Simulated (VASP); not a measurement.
Wanted: the native input for a VASP 6.6.1 run.

- Task: single point
- Functional: PBEsol
- Potentials or basis: VASP PAW PBE potentials, release 64 (In_d, As)
- Cutoff: 520 eV
- k mesh: 14 × 14 × 14
- Occupations: fermi-dirac, width 0.08 eV
- Spin: no spin polarisation
- Dipole correction: no
- Further INCAR settings: ALGO = Normal; EDIFF = 1e-06; NBANDS = 16

The structure of InAs lies in POSCAR:

```
InAs
1.0
    0.0000000000      3.0438735453      3.0438735453
    3.0438735453      0.0000000000      3.0438735453
    3.0438735453      3.0438735453      0.0000000000
In As
1 1
Direct
    0.0000000000      0.0000000000      0.0000000000
    0.7500000000      0.7500000000      0.7500000000
```

One way to write it, as run:

INCAR

```
SYSTEM = InAs
  ALGO = Normal
  EDIFF = 1E-6
  ENCUT = 520
  GGA = PS
  ISIF = 2
  ISMEAR = -1
  LASPH = .True.
  LCHARG = .False.
  LREAL = .False.
  LWAVE = .False.
  NBANDS = 16
  NELM = 100
  PREC = Accurate
  SIGMA = 0.08
```

KPOINTS

```
k-points
0
Gamma
  14 14 14
  0 0 0
```

Potentials or basis: VASP PAW PBE potentials, release 64 (In_d, As).

Command:

```sh
$ cat potpaw_PBE.64/In_d/POTCAR potpaw_PBE.64/As/POTCAR > POTCAR
$ mpirun -np 1 vasp_std > vasp.out
```

It gave:

* Pressure: 0.1 GPa
* Band gap on the k mesh: zero (filled and empty bands touch)

Caveat: semilocal functionals underestimate gaps, and a narrow one can read as zero; the PAW data sets were made with another functional, which shifts forces and pressure a little; spin-orbit coupling is left out, which moves the levels of the heavy elements.

Run time: 75 s on 1 thread of Intel Xeon 8259CL, on a shared host, peak memory 0.24 GiB.
